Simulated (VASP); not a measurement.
# Rb16H (a cell with a defect) in VASP: relaxation of the atoms with PBE

Aim: the relaxation of the atoms of Rb16H (a cell with a defect) with PBE.

Everything below comes from runs of VASP 6.6.1. Logs are shortened: lines on timing, memory, paths and dates and some standing lists are left out, and cuts for length are marked.

## Step 1: The cell of the first run

The cell holds a defect, 17 atoms: a = 11.180 Å, b = 11.180 Å, c = 11.180 Å, α = 90.00°, β = 90.00°, γ = 90.00°.

## Step 2: Relaxation of the atoms, PBE

Input file INCAR:

```
ALGO = Normal ; EDIFF = 1E-6
EDIFFG = -0.08 ; ENCUT = 520
GGA = PE ; IBRION = 2
ISIF = 2 ; ISMEAR = -1
LASPH = T ; LCHARG = F
LREAL = Auto ; LWAVE = F
NELM = 80 ; NSW = 45
PREC = Accurate ; SIGMA = 0.1
```

Input file KPOINTS:

```
k-points
0
Gamma
  1 1 1
```

Input file POSCAR:

```
Rb16H
1.0
   11.1800000000      0.0000000000      0.0000000000
    0.0000000000     11.1800000000      0.0000000000
    0.0000000000      0.0000000000     11.1800000000
Rb H
16 1
Direct
    0.0000000000      0.0000000000      0.0000000000
    0.5000000000      0.0000000000      0.0000000000
    0.0000000000      0.5000000000      0.0000000000
    0.0000000000      0.0000000000      0.5000000000
    0.2500000000      0.2500000000      0.2500000000
    0.5000000000      0.5000000000      0.0000000000
    0.5000000000      0.0000000000      0.5000000000
    0.7500000000      0.2500000000      0.2500000000
    0.0000000000      0.5000000000      0.5000000000
    0.2500000000      0.7500000000      0.2500000000
    0.2500000000      0.2500000000      0.7500000000
    0.5000000000      0.5000000000      0.5000000000
    0.7500000000      0.7500000000      0.2500000000
    0.7500000000      0.2500000000      0.7500000000
    0.2500000000      0.7500000000      0.7500000000
    0.7500000000      0.7500000000      0.7500000000
    0.8740974000      0.2492061000     -0.0050690000
```

Potentials or basis: VASP PAW PBE potentials, release 64 (Rb_sv, H).

Run with:

```console
$ cat potpaw_PBE.64/Rb_sv/POTCAR potpaw_PBE.64/H/POTCAR > POTCAR
$ mpirun -np 1 vasp_gam > vasp.out
```

OUTCAR:

```text
EDIFF = 1E-6
   EDIFFG = -0.08
   ENCUT = 520
   GGA = PE
   IBRION = 2
   ISIF = 2
   ISMEAR = -1
   LASPH = T
   LREAL = Auto
   NELM = 80
   NSW = 45
   PREC = Accurate

 ion  position               nearest neighbor table
   1  0.000  0.000  0.000-  17 3.12   8 4.84  10 4.84  11 4.84  13 4.84  14 4.84  15 4.84  16 4.84
                             5 4.84   2 5.59   3 5.59   4 5.59   4 5.59   3 5.59   2 5.59
   2  0.500  0.000  0.000-   5 4.84   8 4.84  10 4.84  11 4.84  13 4.84  14 4.84  15 4.84  16 4.84
                             6 5.59   7 5.59   1 5.59   7 5.59   6 5.59   1 5.59
   3  0.000  0.500  0.000-  17 3.14   8 4.84  10 4.84  11 4.84  13 4.84  14 4.84  15 4.84  16 4.84
                             5 4.84   1 5.59   9 5.59   6 5.59   9 5.59   1 5.59   6 5.59
   4  0.000  0.000  0.500-   5 4.84   8 4.84  10 4.84  11 4.84  13 4.84  14 4.84  15 4.84  16 4.84
                             7 5.59   1 5.59   9 5.59   1 5.59   9 5.59   7 5.59
   5  0.250  0.250  0.250-   1 4.84   2 4.84   3 4.84   4 4.84   6 4.84   7 4.84   9 4.84  12 4.84
                            10 5.59  11 5.59   8 5.59  11 5.59  10 5.59   8 5.59
   6  0.500  0.500  0.000-   5 4.84   8 4.84  10 4.84  11 4.84  13 4.84  14 4.84  15 4.84  16 4.84
                             3 5.59  12 5.59   2 5.59  12 5.59   2 5.59   3 5.59
   7  0.500  0.000  0.500-   5 4.84   8 4.84  10 4.84  11 4.84  13 4.84  14 4.84  15 4.84  16 4.84
                             4 5.59  12 5.59   2 5.59   2 5.59  12 5.59   4 5.59
   8  0.750  0.250  0.250-  17 3.17   2 4.84   3 4.84   4 4.84   6 4.84   7 4.84   9 4.84  12 4.84
                             1 4.84  13 5.59  14 5.59   5 5.59  14 5.59  13 5.59   5 5.59
   9  0.000  0.500  0.500-   5 4.84   8 4.84  10 4.84  11 4.84  13 4.84  14 4.84  15 4.84  16 4.84
                             4 5.59  12 5.59   3 5.59   3 5.59   4 5.59  12 5.59
  10  0.250  0.750  0.250-   1 4.84   2 4.84   3 4.84   4 4.84   6 4.84   7 4.84   9 4.84  12 4.84
                             5 5.59  13 5.59  15 5.59  15 5.59   5 5.59  13 5.59
  11  0.250  0.250  0.750-   1 4.84   2 4.84   3 4.84   4 4.84   6 4.84   7 4.84   9 4.84  12 4.84
                             5 5.59  14 5.59  15 5.59   5 5.59  15 5.59  14 5.59
  12  0.500  0.500  0.500-   5 4.84   8 4.84  10 4.84  11 4.84  13 4.84  14 4.84  15 4.84  16 4.84
                             7 5.59   6 5.59   9 5.59   6 5.59   7 5.59   9 5.59
  13  0.750  0.750  0.250-   1 4.84   2 4.84   3 4.84   4 4.84   6 4.84   7 4.84   9 4.84  12 4.84
                            10 5.59   8 5.59  16 5.59  16 5.59   8 5.59  10 5.59
  14  0.750  0.250  0.750-  17 3.07   2 4.84   3 4.84   4 4.84   6 4.84   7 4.84   9 4.84  12 4.84
                             1 4.84   8 5.59  16 5.59  11 5.59   8 5.59  16 5.59  11 5.59
  15  0.250  0.750  0.750-   1 4.84   2 4.84   3 4.84   4 4.84   6 4.84   7 4.84   9 4.84  12 4.84
                            11 5.59  10 5.59  16 5.59  10 5.59  11 5.59  16 5.59
  16  0.750  0.750  0.750-   1 4.84   2 4.84   3 4.84   4 4.84   6 4.84   7 4.84   9 4.84  12 4.84
                            13 5.59  14 5.59  15 5.59  13 5.59  14 5.59  15 5.59
  17  0.874  0.249  0.995-  14 3.07   1 3.12   3 3.14   8 3.17

  LATTYP: Found a simple cubic cell.
 ALAT       =    11.1800000000

  Lattice vectors:

 A1 = (  11.1800000000,   0.0000000000,   0.0000000000)
 A2 = (   0.0000000000,  11.1800000000,   0.0000000000)
 A3 = (   0.0000000000,   0.0000000000,  11.1800000000)

Analysis of symmetry for initial positions (statically):
=====================================================================
 Subroutine PRICEL returns:
 Original cell was already a primitive cell.

 Routine SETGRP: Setting up the symmetry group for a
 simple cubic supercell.

 Subroutine GETGRP returns: Found  1 space group operations
 (whereof  1 operations were pure point group operations)
 out of a pool of 48 trial point group operations.

The static configuration has the point symmetry C_1 .

Analysis of symmetry for dynamics (positions and initial velocities):
=====================================================================
 Subroutine PRICEL returns:
 Original cell was already a primitive cell.

 Routine SETGRP: Setting up the symmetry group for a
 simple cubic supercell.

 Subroutine GETGRP returns: Found  1 space group operations
 (whereof  1 operations were pure point group operations)
 out of a pool of 48 trial point group operations.

The dynamic configuration has the point symmetry C_1 .

 Subroutine INISYM returns: Found  1 space group operations
 (whereof  1 operations are pure point group operations),
 and found     1 'primitive' translations

----------------------------------------------------------------------------------------

                                     Primitive cell

  volume of cell :    1397.4150

  direct lattice vectors                    reciprocal lattice vectors
    11.180000000  0.000000000  0.000000000     0.089445438  0.000000000  0.000000000
[... 57 lines left out ...]
     0.000000000  0.089445438  0.000000000     0.000000000  1.000000000  0.000000000
     0.000000000  0.000000000  0.089445438     0.000000000  0.000000000  1.000000000

  Length of vectors
     0.089445438  0.089445438  0.089445438

  Shift w.r.t. Gamma in fractional coordinates (k-lattice)
     0.000000000  0.000000000  0.000000000

 Subroutine IBZKPT returns following result:
 ===========================================

 Found      1 irreducible k-points:

 Following reciprocal coordinates:
            Coordinates               Weight
  0.000000  0.000000  0.000000      1.000000
   k-points           NKPTS =      1   k-points in BZ     NKDIM =      1   number of bands    NBANDS=     87
   number of dos      NEDOS =    301   number of ions     NIONS =     17
   total plane-waves  NPLWV = 592704
   dimension x,y,z NGX =    84 NGY =   84 NGZ =   84
   dimension x,y,z NGXF=   168 NGYF=  168 NGZF=  168
   ions per type =              16   1
   NGX,Y,Z   is equivalent  to a cutoff of  12.49, 12.49, 12.49 a.u.
   NGXF,Y,Z  is equivalent  to a cutoff of  24.98, 24.98, 24.98 a.u.
 SYSTEM =  unknown system
   PREC   = accura    normal or accurate (medium, high low for compatibility)
   ISTART =      0    job   : 0-new  1-cont  2-samecut
   ICHARG =      2    charge: 1-file 2-atom 10-const
   ISPIN  =      1    spin polarized calculation?
   LNONCOLLINEAR =      F non collinear calculations
   LSORBIT =      F    spin-orbit coupling
   LASPH  =      T    aspherical Exc in radial PAW
   ENCUT  =  520.0 eV  38.22 Ry    6.18 a.u.  20.79 20.79 20.79*2*pi/ulx,y,z
   NELM   =     80;   NELMIN=  2; NELMDL= -5     # of ELM steps
   EDIFF  = 0.1E-05   stopping-criterion for ELM
   LREAL  =      T    real-space projection
   EDIFFG = -.8E-01   stopping-criterion for IOM
   NSW    =     45    number of steps for IOM
   IBRION =      2    ionic relax: 0-MD 1-quasi-New 2-CG
   NFREE  =      1    steps in history (QN), initial steepest desc. (CG)
   ISIF   =      2    stress and relaxation
   ISYM   =      2    0-nonsym 1-usesym 2-fastsym
   POTIM  = 0.5000    time-step for ionic-motion
   TEBEG  =    0.0;   TEEND  =   0.0 temperature during run
   PSTRESS=    0.0 pullay stress
   NELECT =     145.0000    total number of electrons
   NUPDOWN=      -1.0000    fix difference up-down
   EMIN   =  10.00;   EMAX   =-10.00  energy-range for DOS
   EFERMI =   0.00;   METHOD = LEGACY
   ISMEAR =    -1;   SIGMA  =   0.10  broadening in eV -4-tet -1-fermi 0-gaus
   EFERMI_NEDOS =   21; number of points for ismear=-14 and -15
   IALGO  =     38    algorithm
   IMIX   =      4    mixing-type and parameters
     AMIX     =   0.40;   BMIX     =  1.00
     AMIX_MAG =   1.60;   BMIX_MAG =  1.00
  volume/ion in A,a.u.               =      82.20       554.72
  Fermi-wavevector in a.u.,A,eV,Ry     =   0.769288  1.453744  8.051985  0.591804
  Thomas-Fermi vector in A             =   1.870245
   LORBIT       =      0    0 simple, 1 ext, 2 COOP (PROOUT), +10 PAW based schemes
   GGA     = PE    functional components
   LHFCALC =     F    Hartree Fock is set to
   AEXX    =    0.0000 exact exchange contribution
   IVDW    =     0    specifies the selected vdW correction
   LEPSILON=     F    determine dielectric tensor
   LRPA    =     F    only Hartree local field effects (RPA)
 conjugate gradient relaxation of ions
 non-spin polarized calculation
  energy-cutoff  :      520.00
  volume of cell :     1397.42
 maximum number of plane-waves:     18781
 NGX is ok and might be reduce to    84
   NGX = 41   NGY = 41   NGZ = 41

--------------------------------------- Ionic step        1  -------------------------------------------

 number of electron     145.0000006 magnetization

 Free energy of the ion-electron system (eV)
  ---------------------------------------------------
  ext. energy  EPLUGINS =         0.00000000
  ---------------------------------------------------
  free energy    TOTEN  =       -17.77394991 eV

  energy without entropy =      -17.33148566  energy(sigma->0) =      -17.55271778

------------------------ aborting loop because EDIFF is reached ----------------------------------------

  FORCE on cell =-STRESS in cart. coord.  units (eV):
  Direction    XX          YY          ZZ          XY          YZ          ZX
  --------------------------------------------------------------------------------------
  -------------------------------------------------------------------------------------
  Total        0.6866679      0.0228614      0.0250448      0.0024578      0.0000947     -0.0139319
  in kB        0.7872849      0.0262113      0.0287146      0.0028179      0.0001086     -0.0159734
  external PRESSURE =       0.2807369 kB  Pullay stress =       0.0000000 kB
[... 191 lines left out ...]
--------------------------------------- Ionic step        5  -------------------------------------------

 number of electron     145.0000002 magnetization

 Free energy of the ion-electron system (eV)
  ---------------------------------------------------
  ext. energy  EPLUGINS =         0.00000000
  ---------------------------------------------------
  free energy    TOTEN  =       -17.94591060 eV

  energy without entropy =      -17.54558081  energy(sigma->0) =      -17.74574571

 E-fermi :   0.1387     XC(G=0):  -5.5609

 val. band max:       -0.1777468205   @ k =   0.0000   0.0000   0.0000
 cond. band min:       0.3226866552   @ k =   0.0000   0.0000   0.0000
 fundamental gap:      0.5004334756
 Fermi energy:         0.1386788727

 k-point     1 :       0.0000    0.0000    0.0000
  band No.  band energies     occupation
      1     -28.8117      2.00000
      2     -28.8103      2.00000
      3     -28.8099      2.00000
      4     -28.8089      2.00000
      5     -28.7983      2.00000
      6     -28.7970      2.00000
[... 76 lines left out ...]
     83       0.9455      0.00063
     84       1.1594      0.00007
 [bands above 84 left out]

------------------------ aborting loop because EDIFF is reached ----------------------------------------

  FORCE on cell =-STRESS in cart. coord.  units (eV):
  Direction    XX          YY          ZZ          XY          YZ          ZX
  --------------------------------------------------------------------------------------
  -------------------------------------------------------------------------------------
  Total        1.1742019      0.6331189      0.6460638     -0.0048951     -0.0002577      0.0290351
  in kB        1.3462569      0.7258894      0.7407311     -0.0056123     -0.0002954      0.0332896
  external PRESSURE =       0.9376258 kB  Pullay stress =       0.0000000 kB
[... 32 lines left out ...]
  FREE ENERGIE OF THE ION-ELECTRON SYSTEM (eV)
  ---------------------------------------------------
  free  energy   TOTEN  =       -17.9459106032 eV

  energy  without entropy=      -17.5455808077  energy(sigma->0) =      -17.74574571

 reached required accuracy - stopping structural energy minimisation
```

Wall time 21 min (1 thread of Intel Xeon 8259CL, shared host); peak memory 1.1 GiB.

What came out:

| Item | Value |
| --- | --- |
| Free energy | -17.9459 eV |
| Energy gained by relaxing | 10.1 meV/atom |
| Ionic steps | 5 |
| Pressure after relaxing | 0.1 GPa |
| Largest force after relaxing | 0.038 eV/Å |
| Band gap on the k mesh | zero (an odd number of electrons rules out a gap without spin polarisation) |

Forces on the atoms (eV/Å):
```
Rb   0.016  0.005  0.000
Rb  -0.032 -0.010  0.000
Rb   0.013 -0.011  0.000
Rb  -0.016  0.021 -0.001
Rb   0.032  0.000  0.010
Rb  -0.032  0.011  0.000
Rb   0.024  0.028  0.000
Rb  -0.008  0.000 -0.021
Rb  -0.016 -0.021 -0.001
Rb  -0.024  0.000 -0.029
Rb   0.032  0.000 -0.010
Rb   0.024 -0.028  0.000
Rb   0.016  0.000 -0.021
Rb  -0.025  0.000 -0.012
Rb  -0.024  0.000  0.028
Rb   0.016  0.000  0.020
H    0.004  0.006  0.037
```

The path:
| step | energy change (eV) | largest force (eV/Å) | pressure (GPa) |
| --- | --- | --- | --- |
| 1 | 0.0000 | 0.2714 | 0.03 |
| 2 | -0.0144 | 0.2634 | 0.03 |
| 3 | -0.0542 | 0.2365 | 0.03 |
| 4 | -0.1183 | 0.1752 | 0.05 |
| 5 | -0.1720 | 0.0380 | 0.09 |

Final structure:
```xyz
17
Lattice="11.1800 0.0000 0.0000 0.0000 11.1800 0.0000 0.0000 0.0000 11.1800" Properties=species:S:1:pos:R:3 pbc="T T T"
Rb   11.0584    0.2601   11.1758
Rb    5.5988    0.0177    0.0006
Rb   11.0586    5.3291   11.1759
Rb    0.0134    0.0005    5.5889
Rb    2.7890    2.7951    2.7790
Rb    5.5983    5.5727    0.0006
Rb    5.5667   11.1397    5.5890
Rb    8.5034    2.7943    2.5324
Rb    0.0136    5.5896    5.5889
Rb    2.8189    8.3849    2.8364
Rb    2.7854    2.7951    8.4032
Rb    5.5665    5.6306    5.5890
Rb    8.3714    8.3849    2.7945
Rb    8.5047    2.7943    8.6416
Rb    2.8174    8.3849    8.3452
Rb    8.3721    8.3849    8.3859
H     9.7757    2.7879   11.1364
```

Caveat: the k points lie up to 0.56 Å⁻¹ apart, too coarse for converged energies and pressures of a metal; the relaxation stopped at a loose force limit of 0.08 eV/Å, so its end isn't a converged minimum.

The gap in the log of VASP goes by the Fermi energy; the results here count the filled bands.